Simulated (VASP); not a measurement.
# TiHg (P4/mmm) in VASP: electric field gradients with LDA

Aim: the electric field gradients of TiHg with LDA.

All numbers are computed with VASP 6.6.1; they aren't measurements. Logs are shortened: lines on timing, memory, paths and dates and some standing lists are left out, and cuts for length are marked.

## (1) The cell of the first run

Symmetry: P4/mmm, No. 123, tetragonal system. The conventional cell has a = 3.009 Å, b = 3.009 Å, c = 4.041 Å, α = 90.00°, β = 90.00°, γ = 90.00°. Ti (site symmetry 4/mmm) has 8 Hg at 2.93 Å and 4 Ti at 3.01 Å within 3.9 Å. Within 3.9 Å of Hg (site symmetry 4/mmm) lie 8 Ti at 2.93 Å and 4 Hg at 3.01 Å.

## (2) Electric field gradients, LDA

The input, INCAR:

```
  ALGO = Normal
  EDIFF = 1E-8
  ENCUT = 520
  GGA = CA
  ISIF = 2
  ISMEAR = -1
  LASPH = True
  LCHARG = False
  LEFG = True
  LREAL = False
  LWAVE = False
  NBANDS = 19
  NELM = 80
  PREC = Accurate
  SIGMA = 0.08
```

The input, KPOINTS:

```
k-points
0
Gamma
  14 14 10
```

The input, POSCAR:

```
TiHg
1.0
    3.0090000000      0.0000000000      0.0000000000
    0.0000000000      3.0090000000      0.0000000000
    0.0000000000      0.0000000000      4.0410000000
Ti Hg
1 1
Direct
    0.5000000000      0.5000000000      0.5000000000
    0.0000000000      0.0000000000      0.0000000000
```

Potentials or basis: VASP PAW LDA potentials, release 64 (Ti_sv, Hg).

Run with:

```console
$ cat potpaw_LDA.64/Ti_sv/POTCAR potpaw_LDA.64/Hg/POTCAR > POTCAR
$ mpirun -np 1 vasp_std > vasp.out
```

OUTCAR:

```text
EDIFF = 1E-8
   ENCUT = 520
   GGA = CA
   ISIF = 2
   ISMEAR = -1
   LASPH = True
   LREAL = False
   NELM = 80
   PREC = Accurate

 ion  position               nearest neighbor table
   1  0.500  0.500  0.500-   2 2.93   2 2.93   2 2.93   2 2.93   2 2.93   2 2.93   2 2.93   2 2.93

   2  0.000  0.000  0.000-   1 2.93   1 2.93   1 2.93   1 2.93   1 2.93   1 2.93   1 2.93   1 2.93

  LATTYP: Found a simple tetragonal cell.
 ALAT       =     3.0090000000
 C/A-ratio  =     1.3429710867

  Lattice vectors:

 A1 = (   3.0090000000,   0.0000000000,   0.0000000000)
 A2 = (   0.0000000000,   3.0090000000,   0.0000000000)
 A3 = (   0.0000000000,   0.0000000000,   4.0410000000)

Analysis of symmetry for initial positions (statically):
=====================================================================
 Subroutine PRICEL returns:
 Original cell was already a primitive cell.

 Routine SETGRP: Setting up the symmetry group for a
 simple tetragonal supercell.

 Subroutine GETGRP returns: Found 16 space group operations
 (whereof 16 operations were pure point group operations)
 out of a pool of 16 trial point group operations.

The static configuration has the point symmetry D_4h.

Analysis of symmetry for dynamics (positions and initial velocities):
=====================================================================
 Subroutine PRICEL returns:
 Original cell was already a primitive cell.

 Routine SETGRP: Setting up the symmetry group for a
 simple tetragonal supercell.

 Subroutine GETGRP returns: Found 16 space group operations
 (whereof 16 operations were pure point group operations)
 out of a pool of 16 trial point group operations.

The dynamic configuration has the point symmetry D_4h.

 Subroutine INISYM returns: Found 16 space group operations
 (whereof 16 operations are pure point group operations),
 and found     1 'primitive' translations

----------------------------------------------------------------------------------------

                                     Primitive cell

  volume of cell :      36.5875

  direct lattice vectors                    reciprocal lattice vectors
     3.009000000  0.000000000  0.000000000     0.332336324  0.000000000  0.000000000
     0.000000000  3.009000000  0.000000000     0.000000000  0.332336324  0.000000000
     0.000000000  0.000000000  4.041000000     0.000000000  0.000000000  0.247463499

  length of vectors
     3.009000000  3.009000000  4.041000000     0.332336324  0.332336324  0.247463499

  position of ions in fractional coordinates (direct lattice)
     0.500000000  0.500000000  0.500000000
     0.000000000  0.000000000  0.000000000

  ion indices of the primitive-cell ions
   primitive index   ion index
                 1           1
                 2           2

----------------------------------------------------------------------------------------

 KPOINTS: k-points

Automatic generation of k-mesh.
 Grid dimensions read from file:
 generate k-points for:   14   14   10

 Generating k-lattice:

  Cartesian coordinates                     Fractional coordinates (reciprocal lattice)
     0.023738309  0.000000000  0.000000000     0.071428571  0.000000000  0.000000000
     0.000000000  0.023738309  0.000000000     0.000000000  0.071428571  0.000000000
     0.000000000  0.000000000  0.024746350     0.000000000  0.000000000  0.100000000

  Length of vectors
     0.023738309  0.023738309  0.024746350

  Shift w.r.t. Gamma in fractional coordinates (k-lattice)
     0.000000000  0.000000000  0.000000000

 Subroutine IBZKPT returns following result:
 ===========================================

 Found    216 irreducible k-points:

 Following reciprocal coordinates:
            Coordinates               Weight
  0.000000  0.000000  0.000000      1.000000
  0.071429  0.000000  0.000000      4.000000
  0.142857  0.000000  0.000000      4.000000
  0.214286  0.000000  0.000000      4.000000
  0.285714  0.000000  0.000000      4.000000
  0.357143  0.000000  0.000000      4.000000
[... 16 lines left out ...]
  0.285714  0.214286  0.000000      8.000000
  0.357143  0.214286  0.000000      8.000000
 [... further k-points ...]
   k-points           NKPTS =    216   k-points in BZ     NKDIM =    216   number of bands    NBANDS=     19
   number of dos      NEDOS =    301   number of ions     NIONS =      2
   total plane-waves  NPLWV =  17280
   dimension x,y,z NGX =    24 NGY =   24 NGZ =   30
   dimension x,y,z NGXF=    48 NGYF=   48 NGZF=   60
   ions per type =               1   1
   NGX,Y,Z   is equivalent  to a cutoff of  13.26, 13.26, 12.34 a.u.
   NGXF,Y,Z  is equivalent  to a cutoff of  26.52, 26.52, 24.68 a.u.
 SYSTEM =  unknown system
   PREC   = accura    normal or accurate (medium, high low for compatibility)
   ISTART =      0    job   : 0-new  1-cont  2-samecut
   ICHARG =      2    charge: 1-file 2-atom 10-const
   ISPIN  =      1    spin polarized calculation?
   LNONCOLLINEAR =      F non collinear calculations
   LSORBIT =      F    spin-orbit coupling
   LASPH  =      T    aspherical Exc in radial PAW
   ENCUT  =  520.0 eV  38.22 Ry    6.18 a.u.   5.59  5.59  7.51*2*pi/ulx,y,z
   NELM   =     80;   NELMIN=  2; NELMDL= -5     # of ELM steps
   EDIFF  = 0.1E-07   stopping-criterion for ELM
   LREAL  =      F    real-space projection
   EDIFFG = 0.1E-06   stopping-criterion for IOM
   NSW    =      0    number of steps for IOM
   IBRION =     -1    ionic relax: 0-MD 1-quasi-New 2-CG
   NFREE  =      0    steps in history (QN), initial steepest desc. (CG)
   ISIF   =      2    stress and relaxation
   ISYM   =      2    0-nonsym 1-usesym 2-fastsym
   POTIM  = 0.5000    time-step for ionic-motion
   TEBEG  =    0.0;   TEEND  =   0.0 temperature during run
   PSTRESS=    0.0 pullay stress
   NELECT =      24.0000    total number of electrons
   NUPDOWN=      -1.0000    fix difference up-down
   EMIN   =  10.00;   EMAX   =-10.00  energy-range for DOS
   EFERMI =   0.00;   METHOD = LEGACY
   ISMEAR =    -1;   SIGMA  =   0.08  broadening in eV -4-tet -1-fermi 0-gaus
   EFERMI_NEDOS =   21; number of points for ismear=-14 and -15
   IALGO  =     38    algorithm
   IMIX   =      4    mixing-type and parameters
     AMIX     =   0.40;   BMIX     =  1.00
     AMIX_MAG =   1.60;   BMIX_MAG =  1.00
  volume/ion in A,a.u.               =      18.29       123.45
  Fermi-wavevector in a.u.,A,eV,Ry     =   1.422441  2.688023 27.529178  2.023338
  Thomas-Fermi vector in A             =   2.543144
   LORBIT       =      0    0 simple, 1 ext, 2 COOP (PROOUT), +10 PAW based schemes
   GGA     = CA    functional components
   LHFCALC =     F    Hartree Fock is set to
   AEXX    =    0.0000 exact exchange contribution
   IVDW    =     0    specifies the selected vdW correction
   LEPSILON=     F    determine dielectric tensor
   LRPA    =     F    only Hartree local field effects (RPA)
 non-spin polarized calculation
  energy-cutoff  :      520.00
  volume of cell :       36.59
 maximum number of plane-waves:      1015
 NGX is ok and might be reduce to    24
   NGX = 11   NGY = 11   NGZ = 15

 number of electron      24.0000000 magnetization

 Free energy of the ion-electron system (eV)
  ---------------------------------------------------
  ext. energy  EPLUGINS =         0.00000000
  ---------------------------------------------------
  free energy    TOTEN  =        -9.83435669 eV

  energy without entropy =       -9.77755205  energy(sigma->0) =       -9.80595437

 E-fermi :   6.2287     XC(G=0): -12.0726

 val. band max:        6.2273535824   @ k =   0.2857   0.0714   0.5000
 cond. band min:       6.2311306262   @ k =   0.4286   0.4286   0.1000
 fundamental gap:      0.0037770438
 Fermi energy:         6.2286904114

 k-point     1 :       0.0000    0.0000    0.0000
  band No.  band energies     occupation
      1     -50.1473      2.00000
      2     -26.9201      2.00000
      3     -26.5805      2.00000
      4     -26.5805      2.00000
      5      -3.1604      2.00000
      6      -2.3480      2.00000
[... 11 lines left out ...]
     18      14.8808      0.00000
     19      14.8808      0.00000

 k-point     2 :       0.0714    0.0000    0.0000
  band No.  band energies     occupation
      1     -50.1459      2.00000
      2     -26.9188      2.00000
      3     -26.5942      2.00000
      4     -26.5794      2.00000
      5      -3.0555      2.00000
      6      -2.2997      2.00000
[... 476 lines left out ...]
 k-point    24 :       0.3571    0.2143    0.0000
  band No.  band energies     occupation
      1     -50.1130      2.00000
      2     -26.8870      2.00000
      3     -26.7880      2.00000
      4     -26.6637      2.00000
      5      -1.5885      2.00000
      6      -1.5269      2.00000
[... 11 lines left out ...]
     18      13.4441      0.00000
     19      15.2831      0.00000

 [... further k-points ...]
[... 5 lines left out ...]
  --------------------------------------------------------------------------------------
  -------------------------------------------------------------------------------------
  Total       -1.3669841     -1.3669841     -1.2249024      0.0000000     -0.0000000      0.0000000
  in kB      -59.8605665    -59.8605665    -53.6387719      0.0000000     -0.0000000      0.0000000
  external PRESSURE =     -57.7866349 kB  Pullay stress =       0.0000000 kB

 VOLUME and BASIS-vectors are now :
 -----------------------------------------------------------------------------
  energy-cutoff  :      520.00
  volume of cell :       36.59
      direct lattice vectors                 reciprocal lattice vectors
     3.009000000  0.000000000  0.000000000     0.332336324  0.000000000  0.000000000
     0.000000000  3.009000000  0.000000000     0.000000000  0.332336324  0.000000000
     0.000000000  0.000000000  4.041000000     0.000000000  0.000000000  0.247463499

 POSITION                                       TOTAL-FORCE (eV/Angst)
 -----------------------------------------------------------------------------------
      1.50450      1.50450      2.02050         0.000000      0.000000      0.000000
      0.00000      0.00000      0.00000         0.000000      0.000000      0.000000
 -----------------------------------------------------------------------------------
    total drift:                                0.000000      0.000000     -0.000000

  FREE ENERGIE OF THE ION-ELECTRON SYSTEM (eV)
  ---------------------------------------------------
  free  energy   TOTEN  =        -9.8343566934 eV

  energy  without entropy=       -9.7775520452  energy(sigma->0) =       -9.80595437

 Electric field gradients (V/A^2)
---------------------------------------------------------------------
 ion       V_xx      V_yy      V_zz      V_xy      V_xz      V_yz
---------------------------------------------------------------------
   1     -12.577   -12.577    25.154    -0.000    -0.000    -0.000
   2     104.224   104.224  -208.447    -0.000    -0.000     0.000
---------------------------------------------------------------------

 Electric field gradients after diagonalization (V/A^2)
 (convention: |V_zz| > |V_xx| > |V_yy|)
----------------------------------------------------------------------
 ion       V_xx      V_yy      V_zz     asymmetry (V_yy - V_xx)/ V_zz
----------------------------------------------------------------------
   1     -12.577   -12.577    25.154       0.000
   2     104.224   104.224  -208.447       0.000
----------------------------------------------------------------------

           NMR quadrupolar parameters

 Cq : quadrupolar parameter    Cq=e*Q*V_zz/h
 eta: asymmetry parameters     (V_yy - V_xx)/ V_zz
 Q  : nuclear electric quadrupole moment in mb (millibarn)
----------------------------------------------------------------------
 ion       Cq(MHz)       eta       Q (mb)
----------------------------------------------------------------------
   1       0.061       0.000       1.000
   2      -0.504       0.000       1.000
----------------------------------------------------------------------
```

Wall time 47 s (1 thread of Intel Xeon Platinum 8559C (Emerald Rapids), shared host); peak memory 0.25 GiB.

What came out:

| Property | Result |
| --- | --- |
| Free energy | -9.8344 eV |
| Pressure | -5.8 GPa |
| Band gap on the k mesh | zero (band 12 reaches 6.91 eV, above the bottom of band 13 at 5.80 eV) |

Electric field gradients, principal values (V/Å²):
```
atom    least   middle  greatest (by size)
1 Ti  -12.577  -12.577              25.154
2 Hg  104.224  104.224            -208.447
```

Caveat: without QUAD_EFG the Cq values of the log hold for a quadrupole moment of 1 mb, not for the nuclei; spin-orbit coupling is left out, which moves the levels of the heavy elements.
